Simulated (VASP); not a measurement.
Set up this calculation in VASP 6.6.1, as the native input.

| Property | Result |
| --- | --- |
| Task | single point |
| Functional | PBEsol |
| Potentials or basis | VASP PAW PBE potentials, release 64 (Zr_sv, Cu) |
| Cutoff | 520 eV |
| k mesh | 14 × 14 × 14 |
| Occupations | gaussian, width 0.15 eV |
| Spin | no spin polarisation |
| Dipole correction | no |
| Further INCAR settings | ALGO = Fast; EDIFF = 1e-07; NBANDS = 18 |

The structure of ZrCu lies in POSCAR:

```
ZrCu
1.0
    3.2526642500      0.0000000000      0.0000000000
    0.0000000000      3.2526642500      0.0000000000
    0.0000000000      0.0000000000      3.2526642500
Zr Cu
1 1
Direct
    0.5000000000      0.5000000000      0.5000000000
    0.0000000000      0.0000000000      0.0000000000
```

These files were run (other wordings do the same):

INCAR

```
  PREC = Accurate
  ENCUT = 520
  EDIFF = 1E-7
  ISMEAR = 0
  SIGMA = 0.15
  LREAL = False
  LASPH = True
  NELM = 80
  ALGO = Fast
  ISIF = 2
  LWAVE = False
  LCHARG = True
  GGA = PS
  LELF = True
  LVHAR = True
  NBANDS = 18
```

KPOINTS

```
Automatic mesh
0
Gamma
  14 14 14
```

Potentials or basis: VASP PAW PBE potentials, release 64 (Zr_sv, Cu).

Run with:

```sh
$ cat potpaw_PBE.64/Zr_sv/POTCAR potpaw_PBE.64/Cu/POTCAR > POTCAR
$ mpirun -np 1 vasp_std > vasp.out
```

It gave:

```
Pressure : -2.9 GPa
```

Caveat: the PAW data sets were made with another functional, which shifts forces and pressure a little.

It took 3 min on 1 thread of Intel Xeon 8259CL, on a shared host, peak memory 0.2 GiB.
